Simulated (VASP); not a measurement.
A run of VASP 6.6.1 is set up as follows.

Contents of INCAR:

```
ALGO     = Fast           # electronic algorithm
EDIFF    = 1E-7           # SCF threshold, eV
ENCUT    = 520            # plane-wave cutoff, eV
GGA      = PE             # functional
ISIF     = 2              # what is computed and relaxed
ISMEAR   = 0              # smearing method
LASPH    = T              # aspherical terms in the spheres
LCHARG   = F              # write CHGCAR
LREAL    = F              # projectors in reciprocal space
LWAVE    = F              # write WAVECAR
NBANDS   = 11             # bands
NELM     = 100            # most SCF steps
PREC     = Accurate       # precision mode
SIGMA    = 0.1            # smearing width, eV
```

The input KPOINTS:

```
k-points
0
Gamma
  20 20 20
```

The input POSCAR:

```
Pt
1.0
    2.6242159007      0.0000000000      0.0000000000
    0.0000000000      2.6242159007      0.0000000000
    0.0000000000      0.0000000000      2.6242159007
Pt
1
Direct
    0.0000000000      0.0000000000      0.0000000000
```

Potentials or basis: VASP PAW PBE potentials, release 64 (Pt).

Command:

```bash
$ cat potpaw_PBE.64/Pt/POTCAR > POTCAR
$ mpirun -np 1 vasp_std > vasp.out
```

Predict the pressure.

-0.5 GPa.

What does it give for the band gap on the k mesh?

Zero (bands 5 and 6 overlap by 3.13 eV).

Caveat: spin-orbit coupling is left out, which moves the levels of the heavy elements.
